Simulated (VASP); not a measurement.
Here is a VASP 6.6.1 calculation.

INCAR

```
PREC     = Accurate       # precision mode
ENCUT    = 600            # plane-wave cutoff, eV
EDIFF    = 1E-6           # SCF threshold, eV
ISMEAR   = 0              # smearing method
SIGMA    = 0.1            # smearing width, eV
LREAL    = False          # projectors in reciprocal space
LASPH    = True           # aspherical terms in the spheres
NELM     = 100            # most SCF steps
ALGO     = Normal         # electronic algorithm
ISIF     = 3              # what is computed and relaxed
LWAVE    = False          # write WAVECAR
LCHARG   = False          # write CHGCAR
GGA      = PE             # functional
IBRION   = 2              # ionic algorithm
NSW      = 100            # ionic steps
EDIFFG   = -0.01          # ionic threshold
```

The input KPOINTS:

```
Automatic mesh
0
Gamma
  20 20 20
```

The input POSCAR:

```
Tl
1.0
   -1.8599069472      1.9247224611      2.1799614189
    1.8599069472     -1.9247224611      2.1799614189
    1.8599069472      1.9247224611     -2.1799614189
Tl
1
Direct
    0.5000000000      0.5000000000      0.0000000000
```

Potentials or basis: VASP PAW PBE potentials, release 64 (Tl_d).

Run with:

```bash
$ cat potpaw_PBE.64/Tl_d/POTCAR > POTCAR
$ mpirun -np 1 vasp_std > vasp.out
```

(1) Predict the band gap on the k mesh.

(2) Predict the relaxed cell.

(3) Predict the relaxed volume.

(4) What does it give for the space group after relaxing (to 0.1 Å)?

Results:

(1) zero (an odd number of electrons rules out a gap without spin polarisation).

(2) a = 3.441 Å, b = 3.441 Å, c = 3.441 Å, α = 110.14°, β = 109.93°, γ = 108.36°.

(3) 31.35 Å³/atom.

(4) I4/mmm (No. 139).

Caveat: spin-orbit coupling is left out, which moves the levels of the heavy elements.
